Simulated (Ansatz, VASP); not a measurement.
## Two plane-wave programs on GeCN2

Contents of INCAR:

```
ALGO = Normal ; EDIFF = 1E-6
ENCUT = 520 ; GGA = PE
ISIF = 2 ; ISMEAR = -1
LASPH = True ; LCHARG = False
LREAL = False ; LWAVE = False
NBANDS = 22 ; NELM = 100
PREC = Accurate ; SIGMA = 0.05
```

KPOINTS

```
k-points
0
Gamma
  9 9 9
```

File POSCAR:

```
GeCN2
1.0
    1.8289716617      1.0559572812      5.0184906852
   -1.8289716617      1.0559572812      5.0184906852
    0.0000000000     -2.1119145624      5.0184906852
Ge N C
1 2 1
Direct
    0.0000000000      0.0000000000      0.0000000000
    0.5839044000      0.5839044000      0.5839044000
    0.4160956000      0.4160956000      0.4160956000
    0.5000000000      0.5000000000      0.5000000000
```

The input input.yaml:

```yaml
crystal:
  lattice:
    - [1.8289716617, 1.0559572812, 5.0184906852]
    - [-1.8289716617, 1.0559572812, 5.0184906852]
    - [0.0, -2.1119145624, 5.0184906852]
  atoms:
    - { symbol: Ge, position: [0.0, 0.0, 0.0] }
    - { symbol: "N", position: [0.5839044, 0.5839044, 0.5839044] }
    - { symbol: "N", position: [0.4160956, 0.4160956, 0.4160956] }
    - { symbol: C, position: [0.5, 0.5, 0.5] }
hamiltonian:
  xc: pbe
  pseudopotentials: { kind: paw }
kpoints:
  mp_grid: { grid: [9, 9, 9] }
scf:
  occupations: { method: fermi_dirac, width: 0.05 }
output:
  forces: true
  stress: true
  eigenvalues: true
  write_density: true
  write_potential: true
  elf: true
  volumetric_format: npy
```

Alike in both runs: task single point; functional PBE; k mesh 9 × 9 × 9; occupations fermi-dirac, width 0.05 eV; no spin polarisation.

```csv
,VASP,Ansatz
version,VASP 6.6.1,Ansatz 0.2.0
potentials or method,"VASP PAW PBE potentials, release 64 (Ge_d, N, C)",Ansatz PAW
plane-wave cutoff (eV),520,420
valence electrons in the cell,28,28
```

Ansatz gave:

* gap on the k mesh at the Fermi level (eV): 1.24
* least direct gap on the mesh (eV): 2.14
* pressure (GPa): -6.8
* traceless stress, the component that is largest in VASP (GPa): -8.35
* rms of the force components (eV/Å): 0.629

Problem. Which values does VASP return?

Solution. gap on the k mesh at the Fermi level (eV): 1.23; least direct gap on the mesh (eV): 2.13; pressure (GPa): -6.7; traceless stress, the component that is largest in VASP (GPa): -7.96; rms of the force components (eV/Å): 0.600.

Atom by atom the forces differ by 0.029 eV/Å (rms over components).

Noted on Ansatz's run: odd divisions of the mesh miss points on the zone boundary, where band edges often lie, so the gap on the mesh can be too wide.
